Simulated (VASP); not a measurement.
# HfIr3 (Pm-3m) in VASP: a series of runs

The runs below take HfIr3 through single point, with LDA.

Program: VASP 6.6.1. These are calculated values, not measurements. Logs are shortened: lines on timing, memory, paths and dates and some standing lists are left out, and cuts for length are marked.

**1. The cell of the first run**

It takes space group Pm-3m (No. 221, cubic). Conventional cell: a = 3.926 Å, b = 3.926 Å, c = 3.926 Å, α = 90.00°, β = 90.00°, γ = 90.00°. Within 3.7 Å of Hf (site symmetry m-3m) lie 12 Ir at 2.78 Å. Within 3.7 Å of Ir (site symmetry 4/mmm) lie 4 Hf at 2.78 Å and 8 Ir at 2.78 Å.

**2. Single point, LDA**

Contents of INCAR:

```
SYSTEM = HfIr3
PREC     = Accurate       ! precision mode
ENCUT    = 520            ! plane-wave cutoff, eV
EDIFF    = 1E-7           ! SCF threshold, eV
ISMEAR   = 0              ! smearing method
SIGMA    = 0.05           ! smearing width, eV
LREAL    = .FALSE.        ! projectors in reciprocal space
LASPH    = .TRUE.         ! aspherical terms in the spheres
NELM     = 100            ! most SCF steps
ALGO     = Normal         ! electronic algorithm
ISIF     = 2              ! what is computed and relaxed
LWAVE    = .FALSE.        ! write WAVECAR
LCHARG   = .FALSE.        ! write CHGCAR
NBANDS   = 26             ! bands
```

Contents of KPOINTS:

```
Automatic mesh
0
G
  6 6 6
  0 0 0
```

Contents of POSCAR:

```
HfIr3
1.0
    3.9260000000      0.0000000000      0.0000000000
    0.0000000000      3.9260000000      0.0000000000
    0.0000000000      0.0000000000      3.9260000000
Hf Ir
1 3
Direct
    0.0000000000      0.0000000000      0.0000000000
    0.0000000000      0.5000000000      0.5000000000
    0.5000000000      0.0000000000      0.5000000000
    0.5000000000      0.5000000000      0.0000000000
```

Potentials or basis: VASP PAW LDA potentials, release 64 (Hf_pv, Ir).

Command:

```
> cat potpaw_LDA.64/Hf_pv/POTCAR potpaw_LDA.64/Ir/POTCAR > POTCAR
> mpirun -np 1 vasp_std > vasp.out
```

OUTCAR:

```text
SYSTEM = HfIr3
   PREC = Accurate
   ENCUT = 520
   EDIFF = 1E-7
   ISMEAR = 0
   LREAL = .FALSE.
   LASPH = .TRUE.
   NELM = 100
   ISIF = 2

 ion  position               nearest neighbor table
   1  0.000  0.000  0.000-   2 2.78   3 2.78   4 2.78   2 2.78   3 2.78   2 2.78   4 2.78   2 2.78
                             3 2.78   4 2.78   3 2.78   4 2.78
   2  0.000  0.500  0.500-   1 2.78   3 2.78   4 2.78   1 2.78   4 2.78   1 2.78   3 2.78   1 2.78
                             3 2.78   4 2.78   4 2.78   3 2.78
   3  0.500  0.000  0.500-   1 2.78   2 2.78   4 2.78   1 2.78   4 2.78   2 2.78   4 2.78   4 2.78
                             1 2.78   2 2.78   1 2.78   2 2.78
   4  0.500  0.500  0.000-   1 2.78   2 2.78   3 2.78   2 2.78   3 2.78   1 2.78   3 2.78   3 2.78
                             1 2.78   2 2.78   2 2.78   1 2.78

  LATTYP: Found a simple cubic cell.
 ALAT       =     3.9260000000

  Lattice vectors:

 A1 = (   3.9260000000,   0.0000000000,   0.0000000000)
 A2 = (   0.0000000000,   3.9260000000,   0.0000000000)
 A3 = (   0.0000000000,   0.0000000000,   3.9260000000)

Analysis of symmetry for initial positions (statically):
=====================================================================
 Subroutine PRICEL returns:
 Original cell was already a primitive cell.

 Routine SETGRP: Setting up the symmetry group for a
 simple cubic supercell.

 Subroutine GETGRP returns: Found 48 space group operations
 (whereof 48 operations were pure point group operations)
 out of a pool of 48 trial point group operations.

The static configuration has the point symmetry O_h .

Analysis of symmetry for dynamics (positions and initial velocities):
=====================================================================
 Subroutine PRICEL returns:
 Original cell was already a primitive cell.

 Routine SETGRP: Setting up the symmetry group for a
 simple cubic supercell.

 Subroutine GETGRP returns: Found 48 space group operations
 (whereof 48 operations were pure point group operations)
 out of a pool of 48 trial point group operations.

The dynamic configuration has the point symmetry O_h .

 Subroutine INISYM returns: Found 48 space group operations
 (whereof 48 operations are pure point group operations),
 and found     1 'primitive' translations

----------------------------------------------------------------------------------------

                                     Primitive cell

  volume of cell :      60.5133

  direct lattice vectors                    reciprocal lattice vectors
     3.926000000  0.000000000  0.000000000     0.254712175  0.000000000  0.000000000
     0.000000000  3.926000000  0.000000000     0.000000000  0.254712175  0.000000000
     0.000000000  0.000000000  3.926000000     0.000000000  0.000000000  0.254712175

  length of vectors
     3.926000000  3.926000000  3.926000000     0.254712175  0.254712175  0.254712175

  position of ions in fractional coordinates (direct lattice)
     0.000000000  0.000000000  0.000000000
     0.000000000  0.500000000  0.500000000
     0.500000000  0.000000000  0.500000000
     0.500000000  0.500000000  0.000000000

  ion indices of the primitive-cell ions
   primitive index   ion index
                 1           1
                 2           2
                 3           3
                 4           4

----------------------------------------------------------------------------------------

 KPOINTS: Automatic mesh

Automatic generation of k-mesh.
 Grid dimensions read from file:
 generate k-points for:    6    6    6

 Generating k-lattice:

  Cartesian coordinates                     Fractional coordinates (reciprocal lattice)
     0.042452029  0.000000000  0.000000000     0.166666667  0.000000000  0.000000000
     0.000000000  0.042452029  0.000000000     0.000000000  0.166666667  0.000000000
     0.000000000  0.000000000  0.042452029     0.000000000  0.000000000  0.166666667

  Length of vectors
     0.042452029  0.042452029  0.042452029

  Shift w.r.t. Gamma in fractional coordinates (k-lattice)
     0.000000000  0.000000000  0.000000000

 Subroutine IBZKPT returns following result:
 ===========================================

 Found     20 irreducible k-points:

 Following reciprocal coordinates:
            Coordinates               Weight
  0.000000  0.000000  0.000000      1.000000
  0.166667  0.000000  0.000000      6.000000
  0.333333  0.000000  0.000000      6.000000
  0.500000  0.000000  0.000000      3.000000
  0.166667  0.166667  0.000000     12.000000
  0.333333  0.166667  0.000000     24.000000
[... 12 lines left out ...]
  0.500000  0.500000  0.333333      6.000000
  0.500000  0.500000  0.500000      1.000000
   k-points           NKPTS =     20   k-points in BZ     NKDIM =     20   number of bands    NBANDS=     26
   number of dos      NEDOS =    301   number of ions     NIONS =      4
   total plane-waves  NPLWV =  27000
   dimension x,y,z NGX =    30 NGY =   30 NGZ =   30
   dimension x,y,z NGXF=    60 NGYF=   60 NGZF=   60
   ions per type =               1   3
   NGX,Y,Z   is equivalent  to a cutoff of  12.70, 12.70, 12.70 a.u.
   NGXF,Y,Z  is equivalent  to a cutoff of  25.41, 25.41, 25.41 a.u.
 SYSTEM =  HfIr3
   PREC   = accura    normal or accurate (medium, high low for compatibility)
   ISTART =      0    job   : 0-new  1-cont  2-samecut
   ICHARG =      2    charge: 1-file 2-atom 10-const
   ISPIN  =      1    spin polarized calculation?
   LNONCOLLINEAR =      F non collinear calculations
   LSORBIT =      F    spin-orbit coupling
   LASPH  =      T    aspherical Exc in radial PAW
   ENCUT  =  520.0 eV  38.22 Ry    6.18 a.u.   7.30  7.30  7.30*2*pi/ulx,y,z
   NELM   =    100;   NELMIN=  2; NELMDL= -5     # of ELM steps
   EDIFF  = 0.1E-06   stopping-criterion for ELM
   LREAL  =      F    real-space projection
   EDIFFG = 0.1E-05   stopping-criterion for IOM
   NSW    =      0    number of steps for IOM
   IBRION =     -1    ionic relax: 0-MD 1-quasi-New 2-CG
   NFREE  =      0    steps in history (QN), initial steepest desc. (CG)
   ISIF   =      2    stress and relaxation
   ISYM   =      2    0-nonsym 1-usesym 2-fastsym
   POTIM  = 0.5000    time-step for ionic-motion
   TEBEG  =    0.0;   TEEND  =   0.0 temperature during run
   PSTRESS=    0.0 pullay stress
   NELECT =      37.0000    total number of electrons
   NUPDOWN=      -1.0000    fix difference up-down
   EMIN   =  10.00;   EMAX   =-10.00  energy-range for DOS
   EFERMI =   0.00;   METHOD = LEGACY
   ISMEAR =     0;   SIGMA  =   0.05  broadening in eV -4-tet -1-fermi 0-gaus
   EFERMI_NEDOS =   21; number of points for ismear=-14 and -15
   IALGO  =     38    algorithm
   IMIX   =      4    mixing-type and parameters
     AMIX     =   0.40;   BMIX     =  1.00
     AMIX_MAG =   1.60;   BMIX_MAG =  1.00
  volume/ion in A,a.u.               =      15.13       102.09
  Fermi-wavevector in a.u.,A,eV,Ry     =   1.389500  2.625774 26.268895  1.930709
  Thomas-Fermi vector in A             =   2.513524
   LORBIT       =      0    0 simple, 1 ext, 2 COOP (PROOUT), +10 PAW based schemes
   GGA     = CA    functional components
   LHFCALC =     F    Hartree Fock is set to
   AEXX    =    0.0000 exact exchange contribution
   IVDW    =     0    specifies the selected vdW correction
   LEPSILON=     F    determine dielectric tensor
   LRPA    =     F    only Hartree local field effects (RPA)
 non-spin polarized calculation
 Gauss-broadening in eV      SIGMA  =   0.05
  energy-cutoff  :      520.00
  volume of cell :       60.51
 maximum number of plane-waves:      1654
 NGX is ok and might be reduce to    30
   NGX = 15   NGY = 15   NGZ = 15

 number of electron      36.9999994 magnetization

 Free energy of the ion-electron system (eV)
  ---------------------------------------------------
  ext. energy  EPLUGINS =         0.00000000
  ---------------------------------------------------
  free energy    TOTEN  =       -44.98465816 eV

  energy without entropy =      -44.98238594  energy(sigma->0) =      -44.98352205

 E-fermi :   8.3356     XC(G=0): -13.6524

 val. band max:        8.2961756087   @ k =   0.1667   0.1667   0.1667
 cond. band min:       8.3812735286   @ k =   0.0000   0.0000   0.0000
 fundamental gap:      0.0850979198
 Fermi energy:         8.3355769849

 k-point     1 :       0.0000    0.0000    0.0000
  band No.  band energies     occupation
      1     -21.3455      2.00000
      2     -21.3455      2.00000
      3     -21.3455      2.00000
      4      -1.1382      2.00000
      5       1.9733      2.00000
      6       2.0184      2.00000
[... 18 lines left out ...]
     25      15.1364      0.00000
     26      15.1364      0.00000

 k-point     2 :       0.1667    0.0000    0.0000
  band No.  band energies     occupation
      1     -21.3693      2.00000
      2     -21.3496      2.00000
      3     -21.3496      2.00000
      4      -0.7258      2.00000
      5       2.1689      2.00000
      6       2.2904      2.00000
[... 18 lines left out ...]
     25      15.0716      0.00000
     26      15.4076      0.00000

 k-point     3 :       0.3333    0.0000    0.0000
  band No.  band energies     occupation
      1     -21.4165      2.00000
      2     -21.3579      2.00000
      3     -21.3579      2.00000
      4       0.4030      2.00000
      5       2.4388      2.00000
      6       2.9876      2.00000
[... 18 lines left out ...]
     25      14.9586      0.00000
     26      16.6070      0.00000

 k-point     4 :       0.5000    0.0000    0.0000
  band No.  band energies     occupation
      1     -21.4398      2.00000
      2     -21.3620      2.00000
      3     -21.3620      2.00000
      4       1.5959      2.00000
      5       2.0824      2.00000
      6       3.4264      2.00000
[... 18 lines left out ...]
     25      14.9132      0.00000
     26      16.3209      0.00000

 k-point     5 :       0.1667    0.1667    0.0000
  band No.  band energies     occupation
      1     -21.3786      2.00000
      2     -21.3627      2.00000
      3     -21.3536      2.00000
      4      -0.3389      2.00000
      5       2.4492      2.00000
      6       2.5185      2.00000
[... 18 lines left out ...]
     25      13.9905      0.00000
     26      15.3551      0.00000

 k-point     6 :       0.3333    0.1667    0.0000
  band No.  band energies     occupation
      1     -21.4139      2.00000
      2     -21.3718      2.00000
      3     -21.3617      2.00000
      4       0.7253      2.00000
      5       2.7695      2.00000
      6       3.1063      2.00000
[... 311 lines left out ...]
 k-point    17 :       0.3333    0.3333    0.3333
  band No.  band energies     occupation
      1     -21.4069      2.00000
      2     -21.3835      2.00000
      3     -21.3835      2.00000
      4       1.6608      2.00000
      5       2.6292      2.00000
      6       2.6292      2.00000
[... 18 lines left out ...]
     25      14.4011      0.00000
     26      14.7970      0.00000

 k-point    18 :       0.5000    0.3333    0.3333
  band No.  band energies     occupation
      1     -21.3986      2.00000
      2     -21.3948      2.00000
      3     -21.3792      2.00000
      4       1.9246      2.00000
      5       2.1335      2.00000
      6       2.4669      2.00000
[... 18 lines left out ...]
     25      13.6433      0.00000
     26      14.0821      0.00000

 k-point    19 :       0.5000    0.5000    0.3333
  band No.  band energies     occupation
      1     -21.3916      2.00000
      2     -21.3916      2.00000
      3     -21.3826      2.00000
      4       1.9726      2.00000
      5       1.9767      2.00000
      6       1.9767      2.00000
[... 18 lines left out ...]
     25      13.4836      0.00000
     26      13.5323      0.00000

 k-point    20 :       0.5000    0.5000    0.5000
  band No.  band energies     occupation
      1     -21.3846      2.00000
      2     -21.3846      2.00000
      3     -21.3846      2.00000
      4       1.7089      2.00000
      5       1.7089      2.00000
      6       1.7089      2.00000
[... 18 lines left out ...]
     25      12.3073      0.00000
     26      14.0862      0.00000

------------------------ aborting loop because EDIFF is reached ----------------------------------------

  FORCE on cell =-STRESS in cart. coord.  units (eV):
  Direction    XX          YY          ZZ          XY          YZ          ZX
  --------------------------------------------------------------------------------------
  -------------------------------------------------------------------------------------
  Total       -2.1851628     -2.1851628     -2.1851628     -0.0000000      0.0000000     -0.0000000
  in kB      -57.8553458    -57.8553458    -57.8553458     -0.0000000      0.0000000     -0.0000000
  external PRESSURE =     -57.8553458 kB  Pullay stress =       0.0000000 kB

 VOLUME and BASIS-vectors are now :
 -----------------------------------------------------------------------------
  energy-cutoff  :      520.00
  volume of cell :       60.51
      direct lattice vectors                 reciprocal lattice vectors
     3.926000000  0.000000000  0.000000000     0.254712175  0.000000000  0.000000000
     0.000000000  3.926000000  0.000000000     0.000000000  0.254712175  0.000000000
     0.000000000  0.000000000  3.926000000     0.000000000  0.000000000  0.254712175

 POSITION                                       TOTAL-FORCE (eV/Angst)
 -----------------------------------------------------------------------------------
      0.00000      0.00000      0.00000         0.000000      0.000000      0.000000
      0.00000      1.96300      1.96300         0.000000      0.000000      0.000000
      1.96300      0.00000      1.96300         0.000000      0.000000      0.000000
      1.96300      1.96300      0.00000         0.000000      0.000000      0.000000
 -----------------------------------------------------------------------------------
    total drift:                                0.000000      0.000000     -0.000000

  FREE ENERGIE OF THE ION-ELECTRON SYSTEM (eV)
  ---------------------------------------------------
  free  energy   TOTEN  =       -44.9846581602 eV

  energy  without entropy=      -44.9823859430  energy(sigma->0) =      -44.98352205
```

Wall time 12 s (1 thread of AMD EPYC 9R45 (Zen 5), shared host); peak memory 0.13 GiB.

What came out:

| Item | Value |
| --- | --- |
| Free energy | -44.9847 eV |
| Pressure | -5.8 GPa |

Levels at points of the mesh, in eV from the Fermi level:
```tsv
k point	band 14	band 15	band 16	band 17	band 18	band 19	band 20	band 21	band 22	band 23
(0.00, 0.00, 0.00)	0.05	0.05	1.38	1.93	1.93	1.93	3.05	3.05	3.05	4.83
(0.50, 0.00, 0.00)	-2.08	-1.67	-1.14	-1.04	-1.04	0.40	1.94	2.03	2.03	3.18
(0.50, 0.50, 0.00)	-3.00	-1.67	-1.59	-1.56	-1.56	-0.66	-0.65	2.94	2.94	3.38
(0.50, 0.50, 0.50)	-1.63	-1.63	-0.06	0.99	0.99	0.99	1.41	1.41	1.41	3.97
```

Caveat: spin-orbit coupling is left out, which moves the levels of the heavy elements.

**3. Single point, LDA**

Contents of INCAR:

```
  PREC = Accurate
  ENCUT = 520
  EDIFF = 1E-7
  ISMEAR = 0
  SIGMA = 0.05
  LREAL = F
  LASPH = T
  NELM = 80
  ALGO = Normal
  ISIF = 2
  LWAVE = F
  LCHARG = F
  GGA = CA
  NBANDS = 26
```

Contents of KPOINTS:

```
regular mesh
0
Gamma
  6 6 6
```

POSCAR is that of step 2.

Potentials or basis: VASP PAW LDA potentials, release 64 (Hf_pv, Ir).

Command:

```
> cat potpaw_LDA.64/Hf_pv/POTCAR potpaw_LDA.64/Ir/POTCAR > POTCAR
> mpirun -np 1 vasp_std > vasp.out
```

It took 13 s on 1 thread of AMD EPYC 9R45 (Zen 5), shared host; peak memory 0.13 GiB.

It converged, with:

```
Free energy : -44.9847 eV
Pressure    : -5.8 GPa
```

Levels at points of the mesh, in eV from the Fermi level:
```
           k point  band 15  band 16  band 17  band 18  band 19  band 20  band 21  band 22
(0.00, 0.00, 0.00)     0.05     1.38     1.93     1.93     1.93     3.05     3.05     3.05
(0.50, 0.00, 0.00)    -1.67    -1.14    -1.04    -1.04     0.40     1.94     2.03     2.03
(0.50, 0.50, 0.00)    -1.67    -1.59    -1.56    -1.56    -0.66    -0.65     2.94     2.94
(0.50, 0.50, 0.50)    -1.63    -0.06     0.99     0.99     0.99     1.41     1.41     1.41
```

Caveat: spin-orbit coupling is left out, which moves the levels of the heavy elements.
